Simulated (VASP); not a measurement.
Set up this calculation in VASP 6.6.1, as the native input.

* Task: relaxation of cell and atoms
* Functional: PBE
* Potentials or basis: VASP PAW PBE potentials, release 64 (Be, Sn_d)
* Cutoff: 600 eV
* k mesh: 8 × 8 × 8
* Occupations: gaussian, width 0.1 eV
* Spin: no spin polarisation
* Dipole correction: no
* Further INCAR settings: ALGO = Normal; EDIFF = 1e-07; IBRION = 2; EDIFFG = -0.04; NSW = 90; ISIF = 3

The structure of Be3Sn lies in POSCAR:

```
Be3Sn
1.0
   -1.7595401761      1.7595401761      3.9304014324
    1.7595401761     -1.7595401761      3.9304014324
    1.7595401761      1.7595401761     -3.9304014324
Be Sn
3 1
Direct
    0.5000000000      0.5000000000      0.0000000000
    0.2500000000      0.7500000000      0.5000000000
    0.7500000000      0.2500000000      0.5000000000
    0.0000000000      0.0000000000      0.0000000000
```

These files were run (other wordings do the same):

INCAR

```
SYSTEM = Be3Sn
PREC = Accurate ; ENCUT = 600
EDIFF = 1E-7 ; ISMEAR = 0
SIGMA = 0.1 ; LREAL = .False.
LASPH = .True. ; NELM = 60
ALGO = Normal ; ISIF = 3
LWAVE = .False. ; LCHARG = .False.
GGA = PE ; IBRION = 2
NSW = 90 ; EDIFFG = -0.04
```

KPOINTS

```
Automatic mesh
0
Gamma
  8 8 8
  0 0 0
```

Potentials or basis: VASP PAW PBE potentials, release 64 (Be, Sn_d).

The run is started by

```bash
$ cat potpaw_PBE.64/Be/POTCAR potpaw_PBE.64/Sn_d/POTCAR > POTCAR
$ mpirun -np 1 vasp_std > vasp.out
```

Results of the run:

```yaml
Relaxed_volume: 12.99 Å³/atom
Relaxed_cell: a = 4.574 Å, b = 4.574 Å, c = 4.574 Å, α = 131.89°, β = 131.89°, γ = 70.41°
Space_group_after_relaxing_to_0.05_Å: I4/mmm (No. 139)
Energy_gained_by_relaxing: 69.8 meV/atom
Ionic_steps: 5
Pressure_after_relaxing: -0.2 GPa
Band_gap_on_the_k_mesh: zero (band 10 reaches 10.29 eV, above the bottom of band 11 at 6.32 eV)
```

Caveat: spin-orbit coupling is left out, which moves the levels of the heavy elements.

Run time: 4.1 min on 1 thread of Intel(R) Xeon(R) Platinum 8488C (Sapphire Rapids), on a shared host, peak memory 0.28 GiB.
